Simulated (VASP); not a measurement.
# BaTiO3 (P1) in VASP: further runs

BaTiO3 is run at these levels: LDA+U; tasks: single point.

All numbers are computed with VASP 6.6.1; they aren't measurements. Logs are shortened: lines on timing, memory, paths and dates and some standing lists are left out, and cuts for length are marked.

### Step 1. The cell of the first run

The typed cell holds 5 atoms: a = 3.709 Å, b = 4.185 Å, c = 3.896 Å, α = 89.29°, β = 84.41°, γ = 90.46°.

### Step 2. Single point, LDA+U

Input file INCAR:

```
PREC     = Accurate       # precision mode
ENCUT    = 600            # plane-wave cutoff, eV
EDIFF    = 1E-6           # SCF threshold, eV
ISMEAR   = -1             # smearing method
SIGMA    = 0.05           # smearing width, eV
LREAL    = False          # projectors in reciprocal space
LASPH    = True           # aspherical terms in the spheres
NELM     = 200            # most SCF steps
ALGO     = Normal         # electronic algorithm
ISIF     = 2              # what is computed and relaxed
LWAVE    = False          # write WAVECAR
LCHARG   = True           # write CHGCAR
LMAXMIX  = 4              # l up to which the mixer works
LDAU     = True           # DFT+U
LDAUTYPE = 2            
LDAUL    = -1 2 -1        # shell
LDAUU    = 0 8 0          # U, eV
LDAUJ    = 0 0 0        
LDAUPRINT= 1            
LELF     = True           # ELF
LVHAR    = True         
NBANDS   = 28             # bands
GGA_COMPAT= False
```

Input file KPOINTS:

```
regular mesh
0
Gamma
  7 7 7
```

Input file POSCAR:

```
BaTiO3
1.0
    3.7045201400     -0.0164086700      0.1850707500
   -0.0164086700      4.1845119100      0.0252851300
    0.1859128600      0.0254001800      3.8917432000
Ba Ti O
1 1 3
Direct
    0.0079135000      0.8826144600      0.9595903500
    0.5057494400      0.4221216700      0.5978274100
    0.4583818900      0.7889325800      0.9816514100
    0.5577995400      0.8957006400      0.4656881200
    0.9701556400      0.5106306500      0.4952427000
```

Potentials or basis: VASP PAW LDA potentials, release 64 (Ba_sv, Ti_sv, O).

Launch:

```sh
$ cat potpaw_LDA.64/Ba_sv/POTCAR potpaw_LDA.64/Ti_sv/POTCAR potpaw_LDA.64/O/POTCAR > POTCAR
$ mpirun -np 1 vasp_std > vasp.out
```

OUTCAR:

```text
PREC = Accurate
   ENCUT = 600
   EDIFF = 1E-6
   ISMEAR = -1
   LREAL = False
   LASPH = True
   NELM = 200
   ISIF = 2

 ion  position               nearest neighbor table
   1  0.008  0.883  0.960-   3 1.73   3 2.07   5 2.41   4 2.46   5 2.58   4 2.66   4 2.67   2 2.95
                             4 2.97   2 3.11   2 3.14   5 3.18   2 3.32   2 3.51   2 3.75   2 3.76
   2  0.506  0.422  0.598-   5 1.77   4 2.04   5 2.10   3 2.15   4 2.27   1 2.95   1 3.11   1 3.14
                             1 3.32   1 3.51   1 3.75   1 3.76
   3  0.458  0.789  0.982-   1 1.73   1 2.07   2 2.15
   4  0.558  0.896  0.466-   2 2.04   2 2.27   1 2.46   1 2.66   1 2.67   1 2.97
   5  0.970  0.511  0.495-   2 1.77   2 2.10   1 2.41   1 2.58   1 3.18

  LATTYP: Found a triclinic cell.
 ALAT       =     5.6141407511
 B/A-ratio  =     0.7453714930
 C/A-ratio  =     1.5512649912
 COS(alpha) =     0.0013142915
 COS(beta)  =     0.5925599415
 COS(gamma) =     0.7506823826

  Lattice vectors:

 A1 = (  -3.7209288100,   4.2009205800,  -0.1597856200)
 A2 = (  -0.0164086700,   4.1845119100,   0.0252851300)
 A3 = (  -7.5949531400,   0.0074171600,  -4.2618847000)

Analysis of symmetry for initial positions (statically):
=====================================================================
 Subroutine PRICEL returns:
 Original cell was already a primitive cell.

 Routine SETGRP: Setting up the symmetry group for a
 triclinic supercell.

 Subroutine GETGRP returns: Found  1 space group operations
 (whereof  1 operations were pure point group operations)
 out of a pool of  2 trial point group operations.

The static configuration has the point symmetry C_1 .

Analysis of symmetry for dynamics (positions and initial velocities):
=====================================================================
 Subroutine PRICEL returns:
 Original cell was already a primitive cell.

 Routine SETGRP: Setting up the symmetry group for a
 triclinic supercell.

 Subroutine GETGRP returns: Found  1 space group operations
 (whereof  1 operations were pure point group operations)
 out of a pool of  2 trial point group operations.

The dynamic configuration has the point symmetry C_1 .

 Subroutine INISYM returns: Found  1 space group operations
 (whereof  1 operations are pure point group operations),
 and found     1 'primitive' translations

----------------------------------------------------------------------------------------

                                     Primitive cell

  volume of cell :      60.1807

  direct lattice vectors                    reciprocal lattice vectors
     3.704520140 -0.016408670  0.185070750     0.270591694  0.001139221 -0.012933899
    -0.016408670  4.184511910  0.025285130     0.001139221  0.238990719 -0.001614239
     0.185912860  0.025400180  3.891743200    -0.012875313 -0.001606927  0.257579817

  length of vectors
     3.709176444  4.184620473  3.896264095     0.270903024  0.238998886  0.257906414

  position of ions in fractional coordinates (direct lattice)
     0.007913500  0.882614460  0.959590350
     0.505749440  0.422121670  0.597827410
     0.458381890  0.788932580  0.981651410
     0.557799540  0.895700640  0.465688120
     0.970155640  0.510630650  0.495242700

  ion indices of the primitive-cell ions
   primitive index   ion index
                 1           1
                 2           2
                 3           3
                 4           4
                 5           5

----------------------------------------------------------------------------------------

 KPOINTS: regular mesh

Automatic generation of k-mesh.
 Grid dimensions read from file:
 generate k-points for:    7    7    7

 Generating k-lattice:

  Cartesian coordinates                     Fractional coordinates (reciprocal lattice)
     0.038655956  0.000162746 -0.001847700     0.142857143  0.000000000  0.000000000
     0.000162746  0.034141531 -0.000230606     0.000000000  0.142857143 -0.000000000
    -0.001839330 -0.000229561  0.036797117    -0.000000000 -0.000000000  0.142857143
[... 49 lines left out ...]
   ISTART =      0    job   : 0-new  1-cont  2-samecut
   ICHARG =      2    charge: 1-file 2-atom 10-const
   ISPIN  =      1    spin polarized calculation?
   LNONCOLLINEAR =      F non collinear calculations
   LSORBIT =      F    spin-orbit coupling
   LASPH  =      T    aspherical Exc in radial PAW
   ENCUT  =  600.0 eV  44.10 Ry    6.64 a.u.   7.41  8.36  7.78*2*pi/ulx,y,z
   NELM   =    200;   NELMIN=  2; NELMDL= -5     # of ELM steps
   EDIFF  = 0.1E-05   stopping-criterion for ELM
   LREAL  =      F    real-space projection
   EDIFFG = 0.1E-04   stopping-criterion for IOM
   NSW    =      0    number of steps for IOM
   IBRION =     -1    ionic relax: 0-MD 1-quasi-New 2-CG
   NFREE  =      0    steps in history (QN), initial steepest desc. (CG)
   ISIF   =      2    stress and relaxation
   ISYM   =      2    0-nonsym 1-usesym 2-fastsym
   POTIM  = 0.5000    time-step for ionic-motion
   TEBEG  =    0.0;   TEEND  =   0.0 temperature during run
   PSTRESS=    0.0 pullay stress
   NELECT =      40.0000    total number of electrons
   NUPDOWN=      -1.0000    fix difference up-down
   EMIN   =  10.00;   EMAX   =-10.00  energy-range for DOS
   EFERMI =   0.00;   METHOD = LEGACY
   ISMEAR =    -1;   SIGMA  =   0.05  broadening in eV -4-tet -1-fermi 0-gaus
   EFERMI_NEDOS =   21; number of points for ismear=-14 and -15
   IALGO  =     38    algorithm
   IMIX   =      4    mixing-type and parameters
     AMIX     =   0.40;   BMIX     =  1.00
     AMIX_MAG =   1.60;   BMIX_MAG =  1.00
  volume/ion in A,a.u.               =      12.04        81.22
  Fermi-wavevector in a.u.,A,eV,Ry     =   1.428704  2.699860 27.772159  2.041196
  Thomas-Fermi vector in A             =   2.548737
   LORBIT       =      0    0 simple, 1 ext, 2 COOP (PROOUT), +10 PAW based schemes
 LDA+U is selected, type is set to LDAUTYPE =  2
   angular momentum for each species LDAUL =    -1    2   -1
   U (eV)           for each species LDAUU =   0.0  8.0  0.0
   J (eV)           for each species LDAUJ =   0.0  0.0  0.0
   GGA     = CA    functional components
   LHFCALC =     F    Hartree Fock is set to
   AEXX    =    0.0000 exact exchange contribution
   IVDW    =     0    specifies the selected vdW correction
   LEPSILON=     F    determine dielectric tensor
   LRPA    =     F    only Hartree local field effects (RPA)
 non-spin polarized calculation
  energy-cutoff  :      600.00
  volume of cell :       60.18
 maximum number of plane-waves:      2021
 NGX is ok and might be reduce to    30
   NGX = 15   NGY = 17   NGZ = 15

atom =   2  type =  2  l = 2

 onsite density matrix

spin component  1

  0.1087 -0.0189  0.0062  0.0053  0.0242
 -0.0189  0.1315 -0.0139 -0.0114  0.0109
  0.0062 -0.0139  0.2426  0.0531 -0.0349
  0.0053 -0.0114  0.0531  0.1298 -0.0229
  0.0242  0.0109 -0.0349 -0.0229  0.2290

spin component  2

  0.1087 -0.0189  0.0062  0.0053  0.0242
 -0.0189  0.1315 -0.0139 -0.0114  0.0109
  0.0062 -0.0139  0.2426  0.0531 -0.0349
  0.0053 -0.0114  0.0531  0.1298 -0.0229
  0.0242  0.0109 -0.0349 -0.0229  0.2290

 occupancies and eigenvectors

  o =  0.0925  v =  0.8645  0.4450 -0.0052 -0.1065 -0.2078  0.0000  0.0000  0.0000  0.0000  0.0000      0.0000  0.0000  0.0000  0.0000  0.0000  0.0000  0.0000  0.0000  0.0000  0.0000
  o =  0.0925  v =  0.0000  0.0000  0.0000  0.0000  0.0000  0.8645  0.4450 -0.0052 -0.1065 -0.2078      0.0000  0.0000  0.0000  0.0000  0.0000  0.0000  0.0000  0.0000  0.0000  0.0000
  o =  0.1069  v =  0.0096  0.2247 -0.3217  0.9179  0.0588  0.0000  0.0000  0.0000  0.0000  0.0000      0.0000  0.0000  0.0000  0.0000  0.0000  0.0000  0.0000  0.0000  0.0000  0.0000
  o =  0.1069  v =  0.0000  0.0000  0.0000  0.0000  0.0000  0.0096  0.2247 -0.3217  0.9179  0.0588      0.0000  0.0000  0.0000  0.0000  0.0000  0.0000  0.0000  0.0000  0.0000  0.0000
  o =  0.1400  v =  0.4374 -0.8559 -0.2336  0.1278 -0.0729  0.0000  0.0000  0.0000  0.0000  0.0000      0.0000  0.0000  0.0000  0.0000  0.0000  0.0000  0.0000  0.0000  0.0000  0.0000
  o =  0.1400  v =  0.0000  0.0000  0.0000  0.0000  0.0000  0.4374 -0.8559 -0.2336  0.1278 -0.0729      0.0000  0.0000  0.0000  0.0000  0.0000  0.0000  0.0000  0.0000  0.0000  0.0000
  o =  0.2086  v =  0.0000  0.0000  0.0000  0.0000  0.0000  0.2461 -0.0636  0.5232  0.1451  0.8003      0.0000  0.0000  0.0000  0.0000  0.0000  0.0000  0.0000  0.0000  0.0000  0.0000
  o =  0.2086  v =  0.2461 -0.0636  0.5232  0.1451  0.8003  0.0000  0.0000  0.0000  0.0000  0.0000      0.0000  0.0000  0.0000  0.0000  0.0000  0.0000  0.0000  0.0000  0.0000  0.0000
  o =  0.2935  v =  0.0000  0.0000  0.0000  0.0000  0.0000 -0.0252 -0.1221  0.7538  0.3299 -0.5545      0.0000  0.0000  0.0000  0.0000  0.0000  0.0000  0.0000  0.0000  0.0000  0.0000
  o =  0.2935  v = -0.0252 -0.1221  0.7538  0.3299 -0.5545  0.0000  0.0000  0.0000  0.0000  0.0000      0.0000  0.0000  0.0000  0.0000  0.0000  0.0000  0.0000  0.0000  0.0000  0.0000

 number of electron      40.0000006 magnetization

 Free energy of the ion-electron system (eV)
  ---------------------------------------------------
  ext. energy  EPLUGINS =         0.00000000
  ---------------------------------------------------
  free energy    TOTEN  =       -24.10370166 eV

  energy without entropy =      -24.08672243  energy(sigma->0) =      -24.09521204

 E-fermi :   6.6857     XC(G=0): -11.9177

 val. band max:        6.6705856584   @ k =   0.1429   0.2857   0.2857
 cond. band min:       6.6993915079   @ k =  -0.2857   0.1429   0.1429
 fundamental gap:      0.0288058495
 Fermi energy:         6.6856982901

 k-point     1 :       0.0000    0.0000    0.0000
  band No.  band energies     occupation
      1     -52.9103      2.00000
      2     -29.7322      2.00000
      3     -29.4661      2.00000
      4     -29.3536      2.00000
      5     -21.8990      2.00000
      6     -12.9604      2.00000
[... 733 lines left out ...]
     27      13.0306      0.00000
     28      13.5010      0.00000

 [... further k-points ...]
[... 5 lines left out ...]
  --------------------------------------------------------------------------------------
  -------------------------------------------------------------------------------------
  Total       54.0893738      3.7293258     17.6042428     -5.1185292     -0.4803124      0.4892125
  in kB     1440.0087861     99.2849700    468.6736507   -136.2694093    -12.7872458     13.0241910
  external PRESSURE =     669.3224689 kB  Pullay stress =       0.0000000 kB

 VOLUME and BASIS-vectors are now :
 -----------------------------------------------------------------------------
  energy-cutoff  :      600.00
  volume of cell :       60.18
      direct lattice vectors                 reciprocal lattice vectors
     3.704520140 -0.016408670  0.185070750     0.270591694  0.001139221 -0.012933899
    -0.016408670  4.184511910  0.025285130     0.001139221  0.238990719 -0.001614239
     0.185912860  0.025400180  3.891743200    -0.012875313 -0.001606927  0.257579817

 POSITION                                       TOTAL-FORCE (eV/Angst)
 -----------------------------------------------------------------------------------
      0.19323      3.71755      3.75826       -12.462775      8.859454      0.315554
      1.97778      1.77326      2.43086        -1.898621     -0.928919     -2.098626
      1.86764      3.31871      3.92512        11.242454     -9.183260      0.975125
      2.13826      3.75075      1.93822        -1.068825      4.703486      0.718538
      3.67765      2.13340      2.11982         4.187767     -3.450760      0.089408
 -----------------------------------------------------------------------------------
    total drift:                                0.000602      0.000752     -0.000657

  FREE ENERGIE OF THE ION-ELECTRON SYSTEM (eV)
  ---------------------------------------------------
  free  energy   TOTEN  =       -24.1037016601 eV

  energy  without entropy=      -24.0867224273  energy(sigma->0) =      -24.09521204
```

Wall time 3.1 min (1 thread of Intel Xeon 6975P-C (Granite Rapids), shared host); peak memory 0.43 GiB.

Results:

| Quantity | Value |
| --- | --- |
| Free energy | -24.1037 eV |
| Pressure | 66.9 GPa |
| Largest force | 15.294 eV/Å |
| Band gap on the k mesh | zero (bands 20 and 21 overlap by 0.25 eV) |

Forces in eV/Å, atoms in the order of the input:
```
Ba  -12.463   8.859   0.316
Ti   -1.899  -0.929  -2.099
O    11.242  -9.183   0.975
O    -1.069   4.703   0.719
O     4.188  -3.451   0.089
```

Stress tensor (GPa, compression positive):
```
144.00 -13.63   1.30
-13.63   9.93  -1.28
  1.30  -1.28  46.87
```

Eigenvalues of the final occupation matrices:
```tsv
site	spin	trace	eigenvalues
site 2 d	1	0.84	0.09 0.11 0.14 0.21 0.29
site 2 d	2	0.84	0.09 0.11 0.14 0.21 0.29
```

Caveat: the cell stands under pressure; spin-orbit coupling is left out, which moves the levels of the heavy elements; U without spin polarisation on a metal has little footing; forces of over 1 eV/Å act on the atoms, so gaps and moduli don't describe the material at rest.

### Step 3. Single point, LDA+U

Input file INCAR:

```
SYSTEM = BaTiO3
ALGO = Normal
EDIFF = 1E-6
ENCUT = 600
GGA = CA
GGA_COMPAT = .FALSE.
ISIF = 2
ISMEAR = -1
LASPH = .TRUE.
LCHARG = .FALSE.
LDAU = .TRUE.
LDAUJ = 0 0 0
LDAUL = -1 2 -1
LDAUPRINT = 1
LDAUTYPE = 2
LDAUU = 0 5 0
LMAXMIX = 4
LREAL = .FALSE.
LWAVE = .FALSE.
NBANDS = 28
NELM = 200
PREC = Accurate
SIGMA = 0.05
```

Input file KPOINTS:

```
k-points
0
G
  7 7 7
  0 0 0
```

POSCAR is that of step 2.

Potentials or basis: VASP PAW LDA potentials, release 64 (Ba_sv, Ti_sv, O).

Launch:

```sh
$ cat potpaw_LDA.64/Ba_sv/POTCAR potpaw_LDA.64/Ti_sv/POTCAR potpaw_LDA.64/O/POTCAR > POTCAR
$ mpirun -np 1 vasp_std > vasp.out
```

It took 4.9 min on 1 thread of AMD EPYC 9R14 (Zen 4), shared host; peak memory 0.4 GiB.

It converged, with:

* Free energy: -26.1938 eV
* Pressure: 63.9 GPa
* Largest force: 15.401 eV/Å
* Band gap on the k mesh: zero (bands 20 and 21 overlap by 0.12 eV)

Forces on the atoms (eV/Å):
```
Ba  -12.545   8.933   0.206
Ti   -1.389  -0.435  -2.065
O    11.448  -9.450   0.924
O    -1.108   4.513   0.724
O     3.594  -3.561   0.211
```

Stress tensor (GPa, compression positive):
```
139.81 -14.26   1.92
-14.26   6.74  -1.67
  1.92  -1.67  45.03
```

Levels at points of the mesh, in eV from the Fermi level:
```csv
k point,band 17,band 18,band 19,band 20,band 21,band 22,band 23,band 24
"(0.00, 0.00, 0.00)",-3.15,-2.27,-0.96,-0.72,0.27,1.02,2.07,2.36
```

Eigenvalues of the final occupation matrices:
```csv
site,spin,trace,eigenvalues
site 2 d,1,0.90,0.11 0.14 0.16 0.21 0.28
site 2 d,2,0.90,0.11 0.14 0.16 0.21 0.28
```

Caveat: the cell stands under pressure; spin-orbit coupling is left out, which moves the levels of the heavy elements; U without spin polarisation on a metal has little footing; forces of over 1 eV/Å act on the atoms, so gaps and moduli don't describe the material at rest.
